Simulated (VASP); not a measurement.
# FeO (Wuestite) (R-3m) in VASP: notebook

Aim: see how the results for FeO (Wuestite) move with the level of theory and the settings. Levels: PBE, LDA. Tasks: single point.

All numbers are computed with VASP 6.6.1; they aren't measurements. Logs are shortened: lines on timing, memory, paths and dates and some standing lists are left out, and cuts for length are marked.

**1. The cell of the first run**

The structure is trigonal, space group R-3m (No. 166). The conventional cell has a = 3.038 Å, b = 3.038 Å, c = 7.559 Å, α = 90.00°, β = 90.00°, γ = 120.00°. Within 2.9 Å of Fe (site symmetry -3m) lie 6 O at 2.16 Å. Within 2.9 Å of O (site symmetry -3m) lie 6 Fe at 2.16 Å.

**2. Single point, PBE, collinear spin, ferromagnetic start**

Input file INCAR:

```
PREC = Accurate
ENCUT = 520
EDIFF = 1E-7
ISMEAR = 1
SIGMA = 0.1
LREAL = F
LASPH = T
NELM = 150
ALGO = Normal
ISIF = 2
LWAVE = F
LCHARG = F
ISPIN = 2
MAGMOM = 3 0
LORBIT = 11
LMAXMIX = 4
GGA = PE
NBANDS = 18
```

Input file KPOINTS:

```
regular mesh
0
Gamma
  9 9 9
```

Input file POSCAR:

```
FeO
1.0
    1.5188209023      0.8768916568      2.5195772846
   -1.5188209023      0.8768916568      2.5195772846
    0.0000000000     -1.7537833136      2.5195772846
Fe O
1 1
Direct
    0.0000000000      0.0000000000      0.0000000000
    0.5000000000      0.5000000000      0.5000000000
```

Potentials or basis: VASP PAW PBE potentials, release 64 (Fe, O).

Started as:

```bash
$ cat potpaw_PBE.64/Fe/POTCAR potpaw_PBE.64/O/POTCAR > POTCAR
$ mpirun -np 1 vasp_std > vasp.out
```

OUTCAR:

```text
PREC = Accurate
   ENCUT = 520
   EDIFF = 1E-7
   ISMEAR = 1
   LREAL = F
   LASPH = T
   NELM = 150
   ISIF = 2
   ISPIN = 2
   LORBIT = 11
   GGA = PE

 ion  position               nearest neighbor table
   1  0.000  0.000  0.000-   2 2.16   2 2.16   2 2.16   2 2.16   2 2.16   2 2.16
   2  0.500  0.500  0.500-   1 2.16   1 2.16   1 2.16   1 2.16   1 2.16   1 2.16

  LATTYP: Found a trigonal (rhomboedric) cell.
 ALAT       =     3.0698575869
 COS(alpha) =     0.5104391626

  Lattice vectors:

 A1 = (   1.5188209023,   0.8768916568,   2.5195772846)
 A2 = (  -1.5188209023,   0.8768916568,   2.5195772846)
 A3 = (   0.0000000000,  -1.7537833136,   2.5195772846)

Analysis of symmetry for initial positions (statically):
=====================================================================
 Subroutine PRICEL returns:
 Original cell was already a primitive cell.

 Routine SETGRP: Setting up the symmetry group for a
 trigonal (rhombohedral) supercell.

 Subroutine GETGRP returns: Found 12 space group operations
 (whereof 12 operations were pure point group operations)
 out of a pool of 12 trial point group operations.

The static configuration has the point symmetry D_3d.

Analysis of symmetry for dynamics (positions and initial velocities):
=====================================================================
 Subroutine PRICEL returns:
 Original cell was already a primitive cell.

 Routine SETGRP: Setting up the symmetry group for a
 trigonal (rhombohedral) supercell.

 Subroutine GETGRP returns: Found 12 space group operations
 (whereof 12 operations were pure point group operations)
 out of a pool of 12 trial point group operations.

The dynamic configuration has the point symmetry D_3d.

Analysis of structural, dynamic, and magnetic symmetry:
=====================================================================
 Subroutine PRICEL returns:
 Original cell was already a primitive cell.

 Routine SETGRP: Setting up the symmetry group for a
 trigonal (rhombohedral) supercell.

 Subroutine GETGRP returns: Found 12 space group operations
 (whereof 12 operations were pure point group operations)
 out of a pool of 12 trial point group operations.

The overall configuration has the point symmetry D_3d.

 Subroutine INISYM returns: Found 12 space group operations
 (whereof 12 operations are pure point group operations),
 and found     1 'primitive' translations

----------------------------------------------------------------------------------------

                                     Primitive cell

  volume of cell :      20.1341

  direct lattice vectors                    reciprocal lattice vectors
     1.518820902  0.876891657  2.519577285     0.329202738  0.190065290  0.132297324
    -1.518820902  0.876891657  2.519577285    -0.329202738  0.190065290  0.132297324
     0.000000000 -1.753783314  2.519577285     0.000000000 -0.380130579  0.132297324

  length of vectors
     3.069857587  3.069857587  3.069857587     0.402494521  0.402494521  0.402494521

  position of ions in fractional coordinates (direct lattice)
     0.000000000  0.000000000  0.000000000
     0.500000000  0.500000000  0.500000000

  ion indices of the primitive-cell ions
   primitive index   ion index
                 1           1
                 2           2

----------------------------------------------------------------------------------------

 KPOINTS: regular mesh

Automatic generation of k-mesh.
 Grid dimensions read from file:
 generate k-points for:    9    9    9

 Generating k-lattice:

  Cartesian coordinates                     Fractional coordinates (reciprocal lattice)
     0.036578082  0.021118366  0.014699703     0.111111111 -0.000000000  0.000000000
    -0.036578082  0.021118366  0.014699703    -0.000000000  0.111111111  0.000000000
     0.000000000 -0.042236731  0.014699703     0.000000000  0.000000000  0.111111111

  Length of vectors
     0.044721613  0.044721613  0.044721613

  Shift w.r.t. Gamma in fractional coordinates (k-lattice)
     0.000000000  0.000000000  0.000000000

 Subroutine IBZKPT returns following result:
 ===========================================

 Found     85 irreducible k-points:

 Following reciprocal coordinates:
            Coordinates               Weight
  0.000000  0.000000  0.000000      1.000000
  0.111111  0.000000 -0.000000      6.000000
  0.222222  0.000000  0.000000      6.000000
  0.333333  0.000000  0.000000      6.000000
  0.444444  0.000000  0.000000      6.000000
  0.111111  0.111111 -0.000000      6.000000
[... 16 lines left out ...]
 -0.333333  0.333333  0.000000      6.000000
  0.444444  0.444444  0.000000      6.000000
 [... further k-points ...]
   k-points           NKPTS =     85   k-points in BZ     NKDIM =     85   number of bands    NBANDS=     18
   number of dos      NEDOS =    301   number of ions     NIONS =      2
   total plane-waves  NPLWV =  13824
   dimension x,y,z NGX =    24 NGY =   24 NGZ =   24
   dimension x,y,z NGXF=    48 NGYF=   48 NGZF=   48
   ions per type =               1   1
   NGX,Y,Z   is equivalent  to a cutoff of  13.00, 13.00, 13.00 a.u.
   NGXF,Y,Z  is equivalent  to a cutoff of  25.99, 25.99, 25.99 a.u.
 SYSTEM =  unknown system
   PREC   = accura    normal or accurate (medium, high low for compatibility)
   ISTART =      0    job   : 0-new  1-cont  2-samecut
   ICHARG =      2    charge: 1-file 2-atom 10-const
   ISPIN  =      2    spin polarized calculation?
   LNONCOLLINEAR =      F non collinear calculations
   LSORBIT =      F    spin-orbit coupling
   LASPH  =      T    aspherical Exc in radial PAW
   ENCUT  =  520.0 eV  38.22 Ry    6.18 a.u.   5.71  5.71  5.71*2*pi/ulx,y,z
   NELM   =    150;   NELMIN=  2; NELMDL= -5     # of ELM steps
   EDIFF  = 0.1E-06   stopping-criterion for ELM
   LREAL  =      F    real-space projection
   EDIFFG = 0.1E-05   stopping-criterion for IOM
   NSW    =      0    number of steps for IOM
   IBRION =     -1    ionic relax: 0-MD 1-quasi-New 2-CG
   NFREE  =      0    steps in history (QN), initial steepest desc. (CG)
   ISIF   =      2    stress and relaxation
   ISYM   =      2    0-nonsym 1-usesym 2-fastsym
   POTIM  = 0.5000    time-step for ionic-motion
   TEBEG  =    0.0;   TEEND  =   0.0 temperature during run
   PSTRESS=    0.0 pullay stress
   NELECT =      14.0000    total number of electrons
   NUPDOWN=      -1.0000    fix difference up-down
   EMIN   =  10.00;   EMAX   =-10.00  energy-range for DOS
   EFERMI =   0.00;   METHOD = LEGACY
   ISMEAR =     1;   SIGMA  =   0.10  broadening in eV -4-tet -1-fermi 0-gaus
   EFERMI_NEDOS =   21; number of points for ismear=-14 and -15
   IALGO  =     38    algorithm
   IMIX   =      4    mixing-type and parameters
     AMIX     =   0.40;   BMIX     =  1.00
     AMIX_MAG =   1.60;   BMIX_MAG =  1.00
  volume/ion in A,a.u.               =      10.07        67.94
  Fermi-wavevector in a.u.,A,eV,Ry     =   1.450353  2.740770 28.620176  2.103524
  Thomas-Fermi vector in A             =   2.567975
   LORBIT       =     11    0 simple, 1 ext, 2 COOP (PROOUT), +10 PAW based schemes
   GGA     = PE    functional components
   LHFCALC =     F    Hartree Fock is set to
   AEXX    =    0.0000 exact exchange contribution
   IVDW    =     0    specifies the selected vdW correction
   LEPSILON=     F    determine dielectric tensor
   LRPA    =     F    only Hartree local field effects (RPA)
 spin polarized calculation
 Methfessel and Paxton  Order N= 1 SIGMA  =   0.10
  energy-cutoff  :      520.00
  volume of cell :       20.13
 maximum number of plane-waves:       556
   NGX = 11   NGY = 11   NGZ = 11

 number of electron      13.9999999 magnetization       3.9999306

 Free energy of the ion-electron system (eV)
  ---------------------------------------------------
  ext. energy  EPLUGINS =         0.00000000
  ---------------------------------------------------
  free energy    TOTEN  =       -14.93013209 eV

  energy without entropy =      -14.92948328  energy(sigma->0) =      -14.92991582

 E-fermi :   6.1005     XC(G=0): -12.1347

 val. band max:        6.0897611504   @ k =  -0.4444   0.4444   0.3333
 cond. band min:       6.1073790393   @ k =  -0.1111   0.1111   0.1111
 fundamental gap:      0.0176178889
 Fermi energy:         6.1004506637

 spin component 1

 k-point     1 :       0.0000    0.0000    0.0000
  band No.  band energies     occupation
      1     -14.5329      1.00000
      2       2.2299      1.00000
      3       2.2899      1.00000
      4       2.2899      1.00000
      5       2.3018      1.00000
      6       2.4010      1.00000
[... 10 lines left out ...]
     17      26.7802      0.00000
     18      29.8330      0.00000
[... 463 lines left out ...]
 k-point    24 :       0.4444    0.4444    0.0000
  band No.  band energies     occupation
      1     -13.4315      1.00000
      2      -1.2273      1.00000
      3       1.1449      1.00000
      4       1.2498      1.00000
      5       1.4007      1.00000
      6       2.8323      1.00000
[... 10 lines left out ...]
     17      35.9050      0.00000
     18      35.9205      0.00000

 [... further k-points ...]

 spin component 2

 k-point     1 :       0.0000    0.0000    0.0000
  band No.  band energies     occupation
      1     -14.0026      1.00000
      2       2.8549      1.00000
      3       2.9576      1.00000
      4       2.9576      1.00000
      5       5.3522      1.00000
      6       5.4403      1.00000
[... 10 lines left out ...]
     17      28.3704      0.00000
     18      30.9071      0.00000
[... 463 lines left out ...]
 k-point    24 :       0.4444    0.4444    0.0000
  band No.  band energies     occupation
      1     -12.8455      1.00000
      2      -0.7004      1.00000
      3       1.7129      1.00000
      4       1.8220      1.00000
      5       4.0896      1.00000
      6       6.8438     -0.00000
[... 10 lines left out ...]
     17      36.0763      0.00000
     18      36.0908      0.00000

 [... further k-points ...]
[... 5 lines left out ...]
  --------------------------------------------------------------------------------------
  -------------------------------------------------------------------------------------
  Total       -0.1059386     -0.1059386     -0.2398314      0.0000000     -0.0000000      0.0000000
  in kB       -8.4301139     -8.4301139    -19.0846933      0.0000000     -0.0000000      0.0000000
  external PRESSURE =     -11.9816404 kB  Pullay stress =       0.0000000 kB

 VOLUME and BASIS-vectors are now :
 -----------------------------------------------------------------------------
  energy-cutoff  :      520.00
  volume of cell :       20.13
      direct lattice vectors                 reciprocal lattice vectors
     1.518820902  0.876891657  2.519577285     0.329202738  0.190065290  0.132297324
    -1.518820902  0.876891657  2.519577285    -0.329202738  0.190065290  0.132297324
     0.000000000 -1.753783314  2.519577285     0.000000000 -0.380130579  0.132297324

 POSITION                                       TOTAL-FORCE (eV/Angst)
 -----------------------------------------------------------------------------------
      0.00000      0.00000      0.00000         0.000000      0.000000      0.000000
      0.00000      0.00000      3.77937        -0.000000     -0.000000      0.000000
 -----------------------------------------------------------------------------------
    total drift:                               -0.000000      0.000000     -0.000000

  FREE ENERGIE OF THE ION-ELECTRON SYSTEM (eV)
  ---------------------------------------------------
  free  energy   TOTEN  =       -14.9301320896 eV

  energy  without entropy=      -14.9294832772  energy(sigma->0) =      -14.92991582

 total charge

# of ion       s       p       d       tot
------------------------------------------
    1        0.286   0.355   6.082   6.722
    2        1.556   3.435   0.000   4.991
--------------------------------------------------
tot          1.842   3.789   6.082  11.713

 magnetization (x)

# of ion       s       p       d       tot
------------------------------------------
    1        0.027   0.021   3.572   3.620
    2        0.030   0.271   0.000   0.300
--------------------------------------------------
tot          0.056   0.292   3.572   3.920
```

Run time: 34 s. Hardware: 1 thread of Intel Xeon 6975P-C, shared host; peak memory 0.18 GiB.

What came out:

- Free energy: -14.9301 eV
- Pressure: -1.2 GPa
- Band gap on the k mesh: zero (filled and empty bands overlap)
- Net moment: 4.00 μB per cell
- Site moments: Fe +3.62; O +0.30 μB
- Valence electrons inside the program's atomic spheres: Fe 6.72; O 4.99

Caveat: a cell with one magnetic atom can't hold antiferromagnetic order, which such compounds often take; semilocal functionals often make such compounds metallic where correlation or magnetic order opens a gap, which also shifts bond lengths. With open d or f shells a metallic result of PBE can be an artefact of self-interaction; +U or a hybrid may open a gap.

**3. Single point, LDA, collinear spin, ferromagnetic start**

This run uses another cell than the first one, of 10.47 Å³/atom, 1.040 times its volume.

Input file INCAR:

```
SYSTEM = FeO
  PREC = Accurate
  ENCUT = 600
  EDIFF = 1E-6
  ISMEAR = -1
  SIGMA = 0.05
  LREAL = .FALSE.
  LASPH = .TRUE.
  NELM = 200
  ALGO = Normal
  ISIF = 2
  LWAVE = .FALSE.
  LCHARG = .FALSE.
  ISPIN = 2
  MAGMOM = 3 0
  LORBIT = 11
  LMAXMIX = 4
  GGA = CA
  NBANDS = 22
  GGA_COMPAT = .FALSE.
```

Input file KPOINTS:

```
Automatic mesh
0
G
  9 9 9
  0 0 0
```

Input file POSCAR:

```
FeO
1.0
    1.5388076799      0.8884310282      2.5527334195
   -1.5388076799      0.8884310282      2.5527334195
    0.0000000000     -1.7768620564      2.5527334195
Fe O
1 1
Direct
    0.0000000000      0.0000000000      0.0000000000
    0.5000000000      0.5000000000      0.5000000000
```

Potentials or basis: VASP PAW LDA potentials, release 64 (Fe_sv, O).

Started as:

```bash
$ cat potpaw_LDA.64/Fe_sv/POTCAR potpaw_LDA.64/O/POTCAR > POTCAR
$ mpirun -np 1 vasp_std > vasp.out
```

It took 1.7 min on 1 thread of Intel Xeon Platinum 8375C at 2.90GHz (Ice Lake), shared host; peak memory 0.2 GiB.

Results (log left out):

```yaml
Free_energy: -16.3755 eV
Pressure: -23.8 GPa
Band_gap_on_the_k_mesh: zero (filled and empty bands overlap)
Net_moment: 4.00 μB per cell
Site_moments: Fe +3.44; O +0.30 μB
Valence_electrons_inside_the_program's_atomic_spheres: Fe 13.60; O 4.93
```

Stress tensor (GPa, compression positive):
```
-23.37   0.00   0.00
  0.00 -23.37   0.00
  0.00   0.00 -24.67
```

Levels at points of the mesh, in eV from the Fermi level:
Spin up:
```csv
k point,band 10,band 11,band 12,band 13,band 14,band 15,band 16,band 17
"(0.00, 0.00, 0.00)",-3.54,-3.54,-3.32,-3.32,-0.05,15.06,16.33,16.73
```
Spin down:
| k point | band 6 | band 7 | band 8 | band 9 | band 10 | band 11 | band 12 | band 13 |
| --- | --- | --- | --- | --- | --- | --- | --- | --- |
| (0.00, 0.00, 0.00) | -3.11 | -3.01 | -3.01 | -0.72 | -0.64 | -0.64 | 0.03 | 0.03 |

Caveat: a cell with one magnetic atom can't hold antiferromagnetic order, which such compounds often take; semilocal functionals often make such compounds metallic where correlation or magnetic order opens a gap, which also shifts bond lengths. With open d or f shells a metallic result of LDA can be an artefact of self-interaction; +U or a hybrid may open a gap.

[end of part 1 of 2]
